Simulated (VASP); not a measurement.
Set up this calculation in VASP 6.6.1, as the native input.

- Task: single point
- Functional: PBEsol
- Potentials or basis: VASP PAW PBE potentials, release 64 (In_d, Sb)
- Cutoff: 520 eV
- k mesh: 12 × 12 × 6
- Occupations: gaussian, width 0.1 eV
- Spin: no spin polarisation
- Dipole correction: no
- Further INCAR settings: ALGO = Fast; EDIFF = 1e-06; NBANDS = 40

The structure of In2Sb lies in POSCAR:

```
In2Sb
1.0
    5.1752912656      0.0000000000      0.0000000000
   -2.5876456328      4.4819337080      0.0000000000
    0.0000000000      0.0000000000      6.1782250662
In Sb
4 2
Direct
    0.6666666667      0.3333333333      0.2500000000
    0.3333333333      0.6666666667      0.7500000000
    0.0000000000      0.0000000000      0.5000000000
    0.0000000000      0.0000000000      0.0000000000
    0.6666666667      0.3333333333      0.7500000000
    0.3333333333      0.6666666667      0.2500000000
```

The input as run:

INCAR

```
SYSTEM = In2Sb
  PREC = Accurate
  ENCUT = 520
  EDIFF = 1E-6
  ISMEAR = 0
  SIGMA = 0.1
  LREAL = .False.
  LASPH = .True.
  NELM = 60
  ALGO = Fast
  ISIF = 2
  LWAVE = .False.
  LCHARG = .False.
  GGA = PS
  NBANDS = 40
```

KPOINTS

```
regular mesh
0
Gamma
  12 12 6
  0 0 0
```

Potentials or basis: VASP PAW PBE potentials, release 64 (In_d, Sb).

The run is started by

```bash
$ cat potpaw_PBE.64/In_d/POTCAR potpaw_PBE.64/Sb/POTCAR > POTCAR
$ mpirun -np 1 vasp_std > vasp.out
```

Results of the run:

```
Pressure               : 5.8 GPa
Band gap on the k mesh : zero (bands 31 and 32 overlap by 2.65 eV)
```

Caveat: the cell stands under pressure; the PAW data sets were made with another functional, which shifts forces and pressure a little; spin-orbit coupling is left out, which moves the levels of the heavy elements.

Wall time 13 min on 1 thread of Oxide Virtual Turin-like Processor, on a shared host, peak memory 0.46 GiB.
